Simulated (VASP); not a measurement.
# Si2W (P6_222) in VASP: a series of runs

The runs below take Si2W through single point, with PBE.

All numbers are computed with VASP 6.6.1; they aren't measurements. Logs are shortened: lines on timing, memory, paths and dates and some standing lists are left out, and cuts for length are marked.

### 1 The cell of the first run

Symmetry: P6_222, No. 180, hexagonal system. Conventional cell: a = 4.691 Å, b = 4.691 Å, c = 6.432 Å, α = 90.00°, β = 90.00°, γ = 120.00°. Within 3.3 Å of Si (site symmetry 2) lie 9 Si at 2.50 to 3.28 Å and 5 W at 2.56 to 2.78 Å. W (site symmetry 222) has 10 Si at 2.56 to 2.78 Å and 4 W at 3.18 Å within 3.4 Å.

### 2 Single point, PBE

INCAR reads:

```
PREC     = Accurate       # precision mode
ENCUT    = 520            # plane-wave cutoff, eV
EDIFF    = 1E-6           # SCF threshold, eV
ISMEAR   = 0              # smearing method
SIGMA    = 0.03           # smearing width, eV
LREAL    = False          # projectors in reciprocal space
LASPH    = True           # aspherical terms in the spheres
NELM     = 60             # most SCF steps
ALGO     = Normal         # electronic algorithm
ISIF     = 2              # what is computed and relaxed
LWAVE    = False          # write WAVECAR
LCHARG   = False          # write CHGCAR
GGA      = PE             # functional
NBANDS   = 43             # bands
```

KPOINTS reads:

```
Automatic mesh
0
Gamma
  9 9 6
```

POSCAR reads:

```
Si2W
1.0
    4.6907127290      0.0000000000      0.0000000000
   -2.3453563645      4.0622763851      0.0000000000
    0.0000000000      0.0000000000      6.4323743652
Si W
6 3
Direct
    0.8425991990      0.6851983979      0.5000000000
    0.1574008010      0.8425991990      0.8333333333
    0.6851983979      0.8425991990      0.1666666667
    0.1574008010      0.3148016021      0.5000000000
    0.8425991990      0.1574008010      0.8333333333
    0.3148016021      0.1574008010      0.1666666667
    0.0000000000      0.5000000000      0.1666666667
    0.5000000000      0.5000000000      0.8333333333
    0.5000000000      0.0000000000      0.5000000000
```

Potentials or basis: VASP PAW PBE potentials, release 64 (Si, W_sv).

The run is started by

```console
cat potpaw_PBE.64/Si/POTCAR potpaw_PBE.64/W_sv/POTCAR > POTCAR
mpirun -np 1 vasp_std > vasp.out
```

OUTCAR:

```text
PREC = Accurate
   ENCUT = 520
   EDIFF = 1E-6
   ISMEAR = 0
   LREAL = False
   LASPH = True
   NELM = 60
   ISIF = 2
   GGA = PE

 ion  position               nearest neighbor table
   1  0.843  0.685  0.500-   2 2.50   3 2.50   7 2.56   8 2.56   4 2.56   9 2.67   9 2.67   9 2.78
                             4 2.79   4 2.79   6 3.08   5 3.08
   2  0.157  0.843  0.833-   1 2.50   6 2.50   9 2.56   7 2.56   5 2.56   8 2.67   8 2.67   8 2.78
                             5 2.79   5 2.79   4 3.08   3 3.08
   3  0.685  0.843  0.167-   1 2.50   5 2.50   9 2.56   8 2.56   6 2.56   7 2.67   7 2.67   7 2.78
                             6 2.79   6 2.79   4 3.08   2 3.08
   4  0.157  0.315  0.500-   5 2.50   6 2.50   7 2.56   8 2.56   1 2.56   9 2.67   9 2.67   9 2.78
                             1 2.79   1 2.79   3 3.08   2 3.08
   5  0.843  0.157  0.833-   4 2.50   3 2.50   9 2.56   7 2.56   2 2.56   8 2.67   8 2.67   8 2.78
                             2 2.79   2 2.79   1 3.08   6 3.08
   6  0.315  0.157  0.167-   4 2.50   2 2.50   9 2.56   8 2.56   3 2.56   7 2.67   7 2.67   7 2.78
                             3 2.79   3 2.79   1 3.08   5 3.08
   7  0.000  0.500  0.167-   1 2.56   4 2.56   2 2.56   5 2.56   6 2.67   3 2.67   6 2.67   3 2.67
                             3 2.78   6 2.78   9 3.18   9 3.18   8 3.18   8 3.18
   8  0.500  0.500  0.833-   1 2.56   4 2.56   3 2.56   6 2.56   5 2.67   2 2.67   2 2.67   5 2.67
                             5 2.78   2 2.78   9 3.18   9 3.18   7 3.18   7 3.18
   9  0.500  0.000  0.500-   3 2.56   6 2.56   5 2.56   2 2.56   4 2.67   1 2.67   4 2.67   1 2.67
                             4 2.78   1 2.78   7 3.18   8 3.18   8 3.18   7 3.18

  LATTYP: Found a hexagonal cell.
 ALAT       =     4.6907127290
 C/A-ratio  =     1.3713000000

  Lattice vectors:

 A1 = (   4.6907127290,   0.0000000000,   0.0000000000)
 A2 = (  -2.3453563645,   4.0622763851,   0.0000000000)
 A3 = (   0.0000000000,   0.0000000000,   6.4323743652)

Analysis of symmetry for initial positions (statically):
=====================================================================
 Subroutine PRICEL returns:
 Original cell was already a primitive cell.

 Routine SETGRP: Setting up the symmetry group for a
 hexagonal supercell.

 Subroutine GETGRP returns: Found 12 space group operations
 (whereof  4 operations were pure point group operations)
 out of a pool of 24 trial point group operations.

The static configuration has the point symmetry D_2 .
 The point group associated with its full space group is D_6 .

Analysis of symmetry for dynamics (positions and initial velocities):
=====================================================================
 Subroutine PRICEL returns:
 Original cell was already a primitive cell.

 Routine SETGRP: Setting up the symmetry group for a
 hexagonal supercell.

 Subroutine GETGRP returns: Found 12 space group operations
 (whereof  4 operations were pure point group operations)
 out of a pool of 24 trial point group operations.

The dynamic configuration has the point symmetry D_2 .
 The point group associated with its full space group is D_6 .

 Subroutine INISYM returns: Found 12 space group operations
 (whereof  4 operations are pure point group operations),
 and found     1 'primitive' translations

----------------------------------------------------------------------------------------

                                     Primitive cell

  volume of cell :     122.5687

  direct lattice vectors                    reciprocal lattice vectors
     4.690712729  0.000000000  0.000000000     0.213187219  0.123083698  0.000000000
    -2.345356365  4.062276385  0.000000000     0.000000000  0.246167396  0.000000000
     0.000000000  0.000000000  6.432374365     0.000000000  0.000000000  0.155463588

  length of vectors
     4.690712729  4.690712729  6.432374365     0.246167396  0.246167396  0.155463588

  position of ions in fractional coordinates (direct lattice)
     0.842599199  0.685198398  0.500000000
     0.157400801  0.842599199  0.833333333
     0.685198398  0.842599199  0.166666667
     0.157400801  0.314801602  0.500000000
     0.842599199  0.157400801  0.833333333
     0.314801602  0.157400801  0.166666667
     0.000000000  0.500000000  0.166666667
     0.500000000  0.500000000  0.833333333
     0.500000000  0.000000000  0.500000000

  ion indices of the primitive-cell ions
   primitive index   ion index
                 1           1
                 2           2
                 3           3
                 4           4
                 5           5
                 6           6
                 7           7
                 8           8
                 9           9

----------------------------------------------------------------------------------------

 KPOINTS: Automatic mesh

Automatic generation of k-mesh.
 Grid dimensions read from file:
 generate k-points for:    9    9    6

 Generating k-lattice:

  Cartesian coordinates                     Fractional coordinates (reciprocal lattice)
     0.023687469  0.013675966  0.000000000     0.111111111  0.000000000  0.000000000
     0.000000000  0.027351933  0.000000000     0.000000000  0.111111111  0.000000000
     0.000000000  0.000000000  0.025910598     0.000000000  0.000000000  0.166666667

  Length of vectors
     0.027351933  0.027351933  0.025910598

  Shift w.r.t. Gamma in fractional coordinates (k-lattice)
     0.000000000  0.000000000  0.000000000

 Subroutine IBZKPT returns following result:
 ===========================================

 Found     48 irreducible k-points:

 Following reciprocal coordinates:
            Coordinates               Weight
  0.000000  0.000000  0.000000      1.000000
  0.111111  0.000000  0.000000      6.000000
  0.222222 -0.000000  0.000000      6.000000
  0.333333 -0.000000  0.000000      6.000000
  0.444444 -0.000000  0.000000      6.000000
  0.111111  0.111111  0.000000      6.000000
[... 16 lines left out ...]
  0.333333  0.222222  0.166667     24.000000
  0.333333  0.333333  0.166667      4.000000
 [... further k-points ...]
   k-points           NKPTS =     48   k-points in BZ     NKDIM =     48   number of bands    NBANDS=     43
   number of dos      NEDOS =    301   number of ions     NIONS =      9
   total plane-waves  NPLWV =  62208
   dimension x,y,z NGX =    36 NGY =   36 NGZ =   48
   dimension x,y,z NGXF=    72 NGYF=   72 NGZF=   96
   ions per type =               6   3
   NGX,Y,Z   is equivalent  to a cutoff of  12.76, 12.76, 12.41 a.u.
   NGXF,Y,Z  is equivalent  to a cutoff of  25.52, 25.52, 24.81 a.u.
 SYSTEM =  unknown system
   PREC   = accura    normal or accurate (medium, high low for compatibility)
   ISTART =      0    job   : 0-new  1-cont  2-samecut
   ICHARG =      2    charge: 1-file 2-atom 10-const
   ISPIN  =      1    spin polarized calculation?
   LNONCOLLINEAR =      F non collinear calculations
   LSORBIT =      F    spin-orbit coupling
   LASPH  =      T    aspherical Exc in radial PAW
   ENCUT  =  520.0 eV  38.22 Ry    6.18 a.u.   8.72  8.72 11.96*2*pi/ulx,y,z
   NELM   =     60;   NELMIN=  2; NELMDL= -5     # of ELM steps
   EDIFF  = 0.1E-05   stopping-criterion for ELM
   LREAL  =      F    real-space projection
   EDIFFG = 0.1E-04   stopping-criterion for IOM
   NSW    =      0    number of steps for IOM
   IBRION =     -1    ionic relax: 0-MD 1-quasi-New 2-CG
   NFREE  =      0    steps in history (QN), initial steepest desc. (CG)
   ISIF   =      2    stress and relaxation
   ISYM   =      2    0-nonsym 1-usesym 2-fastsym
   POTIM  = 0.5000    time-step for ionic-motion
   TEBEG  =    0.0;   TEEND  =   0.0 temperature during run
   PSTRESS=    0.0 pullay stress
   NELECT =      66.0000    total number of electrons
   NUPDOWN=      -1.0000    fix difference up-down
   EMIN   =  10.00;   EMAX   =-10.00  energy-range for DOS
   EFERMI =   0.00;   METHOD = LEGACY
   ISMEAR =     0;   SIGMA  =   0.03  broadening in eV -4-tet -1-fermi 0-gaus
   EFERMI_NEDOS =   21; number of points for ismear=-14 and -15
   IALGO  =     38    algorithm
   IMIX   =      4    mixing-type and parameters
     AMIX     =   0.40;   BMIX     =  1.00
     AMIX_MAG =   1.60;   BMIX_MAG =  1.00
  volume/ion in A,a.u.               =      13.62        91.90
  Fermi-wavevector in a.u.,A,eV,Ry     =   1.331873  2.516876 24.135194  1.773887
  Thomas-Fermi vector in A             =   2.460851
   LORBIT       =      0    0 simple, 1 ext, 2 COOP (PROOUT), +10 PAW based schemes
   GGA     = PE    functional components
   LHFCALC =     F    Hartree Fock is set to
   AEXX    =    0.0000 exact exchange contribution
   IVDW    =     0    specifies the selected vdW correction
   LEPSILON=     F    determine dielectric tensor
   LRPA    =     F    only Hartree local field effects (RPA)
 non-spin polarized calculation
 Gauss-broadening in eV      SIGMA  =   0.03
  energy-cutoff  :      520.00
  volume of cell :      122.57
 maximum number of plane-waves:      3336
 NGX is ok and might be reduce to    36
   NGX = 17   NGY = 17   NGZ = 23

 number of electron      65.9999998 magnetization

 Free energy of the ion-electron system (eV)
  ---------------------------------------------------
  ext. energy  EPLUGINS =         0.00000000
  ---------------------------------------------------
  free energy    TOTEN  =       -73.57495421 eV

  energy without entropy =      -73.57475735  energy(sigma->0) =      -73.57485578

 E-fermi :  12.4849     XC(G=0): -12.4726

 val. band max:       12.4763759495   @ k =   0.0000   0.0000   0.3333
 cond. band min:      12.5087774602   @ k =   0.2222   0.2222   0.0000
 fundamental gap:      0.0324015107
 Fermi energy:        12.4849238771

 k-point     1 :       0.0000    0.0000    0.0000
  band No.  band energies     occupation
      1     -61.9570      2.00000
      2     -61.9441      2.00000
      3     -61.9441      2.00000
      4     -26.3470      2.00000
      5     -26.3470      2.00000
      6     -26.3020      2.00000
[... 35 lines left out ...]
     42      15.3813      0.00000
     43      15.3813      0.00000

 k-point     2 :       0.1111    0.0000    0.0000
  band No.  band energies     occupation
      1     -61.9567      2.00000
      2     -61.9444      2.00000
      3     -61.9441      2.00000
      4     -26.3478      2.00000
      5     -26.3468      2.00000
      6     -26.3093      2.00000
[... 35 lines left out ...]
     42      15.1762      0.00000
     43      15.6416      0.00000

 k-point     3 :       0.2222   -0.0000    0.0000
  band No.  band energies     occupation
      1     -61.9557      2.00000
      2     -61.9454      2.00000
      3     -61.9441      2.00000
      4     -26.3496      2.00000
      5     -26.3461      2.00000
      6     -26.3200      2.00000
[... 35 lines left out ...]
     42      15.3125      0.00000
     43      16.3406      0.00000

 k-point     4 :       0.3333   -0.0000    0.0000
  band No.  band energies     occupation
      1     -61.9543      2.00000
      2     -61.9468      2.00000
      3     -61.9441      2.00000
      4     -26.3510      2.00000
      5     -26.3445      2.00000
      6     -26.3287      2.00000
[... 863 lines left out ...]
     42      15.4436      0.00000
     43      15.7891      0.00000

 k-point    23 :       0.3333    0.2222    0.1667
  band No.  band energies     occupation
      1     -61.9522      2.00000
      2     -61.9487      2.00000
      3     -61.9442      2.00000
      4     -26.3567      2.00000
      5     -26.3447      2.00000
      6     -26.3336      2.00000
[... 35 lines left out ...]
     42      15.3871      0.00000
     43      15.7597      0.00000

 k-point    24 :       0.3333    0.3333    0.1667
  band No.  band energies     occupation
      1     -61.9516      2.00000
      2     -61.9491      2.00000
      3     -61.9443      2.00000
      4     -26.3559      2.00000
      5     -26.3468      2.00000
      6     -26.3335      2.00000
[... 35 lines left out ...]
     42      15.4247      0.00000
     43      15.5677      0.00000

 [... further k-points ...]
[... 5 lines left out ...]
  --------------------------------------------------------------------------------------
  -------------------------------------------------------------------------------------
  Total       -2.0041147     -2.0041147      6.9535117      0.0000000      0.0000000      0.0000000
  in kB      -26.1971193    -26.1971193     90.8939870      0.0000000      0.0000000      0.0000000
  external PRESSURE =      12.8332495 kB  Pullay stress =       0.0000000 kB

 VOLUME and BASIS-vectors are now :
 -----------------------------------------------------------------------------
  energy-cutoff  :      520.00
  volume of cell :      122.57
      direct lattice vectors                 reciprocal lattice vectors
     4.690712729  0.000000000  0.000000000     0.213187219  0.123083698  0.000000000
    -2.345356365  4.062276385  0.000000000     0.000000000  0.246167396  0.000000000
     0.000000000  0.000000000  6.432374365     0.000000000  0.000000000  0.155463588

 POSITION                                       TOTAL-FORCE (eV/Angst)
 -----------------------------------------------------------------------------------
      2.34536      2.78347      3.21619        -0.000000     -0.739085      0.000000
     -1.23787      3.42287      5.36031         0.640067     -0.369543      0.000000
      1.23787      3.42287      1.07206        -0.640067     -0.369543      0.000000
     -0.00000      1.27881      3.21619        -0.000000      0.739085      0.000000
      3.58323      0.63941      5.36031        -0.640067      0.369543      0.000000
      1.10748      0.63941      1.07206         0.640067      0.369543      0.000000
     -1.17268      2.03114      1.07206        -0.000000     -0.000000     -0.000000
      1.17268      2.03114      5.36031        -0.000000     -0.000000     -0.000000
      2.34536      0.00000      3.21619        -0.000000     -0.000000      0.000000
 -----------------------------------------------------------------------------------
    total drift:                                0.000000     -0.000000      0.000000

  FREE ENERGIE OF THE ION-ELECTRON SYSTEM (eV)
  ---------------------------------------------------
  free  energy   TOTEN  =       -73.5749542150 eV

  energy  without entropy=      -73.5747573453  energy(sigma->0) =      -73.57485578
```

It took 1.8 min on 1 thread of Intel Xeon Platinum 8488C (Sapphire Rapids), shared host; peak memory 0.35 GiB.

What came out:

```yaml
Free_energy: -73.5750 eV
Pressure: 1.3 GPa
Largest_force: 0.739 eV/Å
Band_gap_on_the_k_mesh: 0.03 eV (least direct gap 0.51 eV)
```

Forces on the atoms (eV/Å):
```
Si   0.000 -0.739  0.000
Si   0.640 -0.370  0.000
Si  -0.640 -0.370  0.000
Si   0.000  0.739  0.000
Si  -0.640  0.370  0.000
Si   0.640  0.370  0.000
W    0.000  0.000  0.000
W    0.000  0.000  0.000
W    0.000  0.000  0.000
```

Levels at points of the mesh, in eV from the valence-band top:
```csv
k point,band 31,band 32,band 33,band 34,band 35,band 36
"(0.00, 0.00, 0.00)",-3.52,-2.58,-0.71,1.78,1.78,2.12
"(0.00, 0.00, 0.50)",-2.90,-0.37,-0.37,1.90,1.90,2.15
```

Caveat: spin-orbit coupling is left out, which moves the levels of the heavy elements; an odd mesh through Γ misses points on the zone boundary, where band edges can lie.

(Continued in part 2 of 2.)
